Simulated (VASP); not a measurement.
A run of VASP 6.6.1:

File INCAR:

```
SYSTEM = Mg16O17
ALGO = Normal
EDIFF = 1E-6
ENCUT = 520
GGA = PE
GGA_COMPAT = .False.
ISIF = 2
ISMEAR = -1
ISYM = -1
LASPH = .True.
LCHARG = .False.
LREAL = Auto
LWAVE = .False.
NBANDS = 89
NELECT = 136.0
NELM = 120
PREC = Accurate
SIGMA = 0.01
```

KPOINTS

```
explicit points
1
Reciprocal
  0.25000000   0.25000000   0.25000000 1
```

The input POSCAR:

```
Mg16O17
1.0
   -4.2543812300      4.2543812300      4.2543812300
    4.2543812300     -4.2543812300      4.2543812300
    4.2543812300      4.2543812300     -4.2543812300
Mg O
16 17
Direct
    0.0029046756      0.0027539952      0.0035270195
    0.0026347863      0.2569473091      0.7509036425
    0.0047533365      0.4977605877      0.4985290817
    0.0026364927      0.7501250295      0.2577016441
    0.2571074135      0.0025246029      0.7508928948
    0.2434303362      0.2432958546      0.4964464257
    0.2434589272      0.4956782761      0.2440845521
    0.2570661133      0.7501043220      0.0032577617
    0.4978709217      0.0045440713      0.4984968711
    0.4958123935      0.2432695409      0.2440367273
    0.4978777341      0.4977617757      0.0053383085
    0.4976690420      0.7502084835      0.7509592534
    0.7502752188      0.0025322020      0.2577509355
    0.7502840577      0.2569994751      0.0033002475
    0.7501939478      0.4974365504      0.7508073606
    0.7502986665      0.7500904475      0.4982482162
    0.0068016423      0.0066726972      0.5130487758
   -0.0118615392      0.2445236229      0.2452909960
    0.0067909312      0.5122756889      0.0074242584
    0.0662056146      0.7501484341      0.7508800618
    0.2446501689     -0.0120331891      0.2452792610
    0.2446553768      0.2445244894     -0.0112485780
    0.2558741210      0.4936214785      0.7509025204
    0.2558773529      0.7501296901      0.4943735313
    0.5123991211      0.0066719691      0.0074346987
    0.4937250943      0.2557597569      0.7509059238
    0.4343280767      0.4341302886      0.4349311697
    0.4937364258      0.7501255483      0.2565232019
    0.7502432126      0.0660992626      0.7509184588
    0.7502788088      0.2557368994      0.4943659599
    0.7502771802      0.4936018221      0.2565078956
    0.7502550560      0.7501599113      0.0668661342
    0.7502479173      0.7501271217      0.7508869728
```

Potentials or basis: VASP PAW PBE potentials, release 64 (Mg, O).

Run with:

```console
$ cat potpaw_PBE.64/Mg/POTCAR potpaw_PBE.64/O/POTCAR > POTCAR
$ mpirun -np 1 vasp_std > vasp.out
```

Hardware: 1 thread of Intel(R) Xeon(R) 6975P-C (Granite Rapids), on a shared host.

Q: How long does it take, and how much memory?

A: It took 60 s on 1 thread of Intel(R) Xeon(R) 6975P-C (Granite Rapids), on a shared host, peak memory 0.4 GiB. Counts: scf iterations 16, k points 1.
